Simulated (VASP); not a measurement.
MgS: single point with PBE

MgS:

```
CELL_PARAMETERS angstrom
0.00000 2.60165 2.60165
2.60165 0.00000 2.60165
2.60165 2.60165 0.00000
ATOMIC_POSITIONS crystal
Mg 0.00000 0.00000 0.00000
S 0.50000 0.50000 0.50000
```

```yaml
Program: VASP 6.6.1
Task: single point
Functional: PBE
Potentials_or_basis: VASP PAW PBE potentials, release 64 (Mg, S)
Cutoff: 520 eV
k_mesh: 10 × 10 × 10
Occupations: fermi-dirac, width 0.03 eV
Spin: no spin polarisation
```

| Quantity | Value |
| --- | --- |
| Pressure | 0.9 GPa |
| Band gap on the k mesh | 2.78 eV, indirect (least direct gap 3.71 eV) |

Levels at points of the mesh, in eV from the valence-band top:
```tsv
k point	band 2	band 3	band 4	band 5	band 6	band 7
(0.00, 0.00, 0.00)	0.00	0.00	0.00	3.71	7.95	7.95
(0.50, 0.00, 0.00)	-4.83	-0.59	-0.59	4.55	6.91	6.91
(0.50, 0.50, 0.00)	-4.19	-1.68	-1.68	2.78	4.40	12.00
```

Run time: 11 s on 1 thread of Intel(R) Xeon(R) Platinum 8559C (Emerald Rapids) (shared host), peak memory 0.16 GiB.

A k mesh can miss the band edges. PBE gaps usually lie below the measured ones, often by a third to a half.
